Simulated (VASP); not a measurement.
Runs of VASP 6.6.1 on MgS. It takes space group Fm-3m (No. 225, cubic). The conventional cell has a = 5.203 Å, b = 5.203 Å, c = 5.203 Å, α = 90.00°, β = 90.00°, γ = 90.00°. Within 3.4 Å of Mg (site symmetry m-3m) lie 6 S at 2.60 Å. Within 3.4 Å of S (site symmetry m-3m) lie 6 Mg at 2.60 Å. 

```tsv
level	k mesh	cutoff (eV)	smearing	grid for exact exchange (PRECFOCK)	screening parameter	share of exact exchange	gap on the mesh (eV)	pressure (GPa)
PBE0	4 × 4 × 4	520	gaussian 0.05 eV	Normal	-	-	(b)	-0.5
r2SCANh	4 × 4 × 4	520	gaussian 0.05 eV	Normal	-	-	(a)	-0.5
HSE06	4 × 4 × 4	520	gaussian 0.05 eV	Normal	0.2079 1/Å	-	(c)	-0.4
PBE+D4	8 × 8 × 8	600	gaussian 0.05 eV	-	-	-	2.78	-1.7
PBE-based screened hybrid	4 × 4 × 4	520	gaussian 0.05 eV	Normal	0.15 1/Å	0.25	3.92	-0.5
PBE	4 × 4 × 4	520	gaussian 0.05 eV	-	-	-	2.75	1.2
PBE	8 × 8 × 8	600	gaussian 0.05 eV	-	-	-	2.78	0.9
PBE	8 × 8 × 8	600	fermi-dirac 0.1 eV	-	-	-	2.78	0.9
```

Alike in all rows: task single point; potentials or basis VASP PAW PBE potentials, release 64 (Mg, S); no spin polarisation; cell as given.

**Question.** Estimate the missing entries.

**Answer.** (a) 4.02; (b) 4.52; (c) 3.75.

Caveats: some runs use coarse meshes; the PAW data sets were made with another functional, which shifts forces and pressure a little (some runs).

A k mesh can miss the band edges.
